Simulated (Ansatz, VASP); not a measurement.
**Ag in VASP and in Ansatz**

The input INCAR:

```
  ALGO = Fast
  EDIFF = 1E-6
  ENCUT = 520
  GGA = PS
  ISIF = 2
  ISMEAR = 0
  LASPH = True
  LCHARG = False
  LREAL = False
  LWAVE = False
  NBANDS = 30
  NELM = 60
  PREC = Accurate
  SIGMA = 0.15
```

KPOINTS

```
k-points
0
Gamma
  18 18 6
```

Contents of POSCAR:

```
Ag
1.0
    2.9140174710      0.0000000000      0.0000000000
   -1.4570087355      2.5236131569      0.0000000000
    0.0000000000      0.0000000000      9.6182006507
Ag
4
Direct
    0.3333333333      0.6666666667      0.2500000000
    0.6666666667      0.3333333333      0.7500000000
    0.0000000000      0.0000000000      0.0000000000
    0.0000000000      0.0000000000      0.5000000000
```

Input for Ansatz:

```yaml
crystal:
  lattice:
    - [2.914017471, 0.0, 0.0]
    - [-1.4570087355, 2.5236131569, 0.0]
    - [0.0, 0.0, 9.6182006507]
  atoms:
    - { symbol: Ag, position: [0.3333333333, 0.6666666667, 0.25] }
    - { symbol: Ag, position: [0.6666666667, 0.3333333333, 0.75] }
    - { symbol: Ag, position: [0.0, 0.0, 0.0] }
    - { symbol: Ag, position: [0.0, 0.0, 0.5] }
basis:
  ecutwfc: 420
kpoints:
  mp_grid: { grid: [18, 18, 6] }
hamiltonian:
  xc: pbesol
scf:
  occupations: { method: gaussian, width: 0.15 }
output:
  forces: true
  stress: true
  eigenvalues: true
```

Change from the starting cell: strain +0.015 along x and y, +0.030 along z, atoms carried along.

Alike in both runs: task single point; functional PBEsol; k mesh 18 × 18 × 6; occupations gaussian, width 0.15 eV; no spin polarisation.

|  | VASP | Ansatz |
| --- | --- | --- |
| version | VASP 6.6.1 | Ansatz 0.2.0 |
| potentials or method | VASP PAW PBE potentials, release 64 (Ag), cutoff 520 eV | scalar-relativistic, plane waves, PAW |
| valence electrons in the cell | 44 | 76 |

|  | VASP | Ansatz | Ansatz less VASP |
| --- | --- | --- | --- |
| gap on the k mesh at the Fermi level (eV) | none | none | - |
| pressure (GPa) | -6.0 | -5.9 | +0.19 |
| traceless stress, the component that is largest in VASP (GPa) | -0.54 | -0.55 | -0.004 |

VASP's potentials were made for PBE, not for PBEsol. A gap of «none» marks a metal or a gap that the smearing closes. The functional is the same, so the differences come from potentials, cutoffs and numerics. VASP's potentials hold 44 valence electrons a cell and Ansatz's 76, so a difference there can come from the potentials and not from the codes.
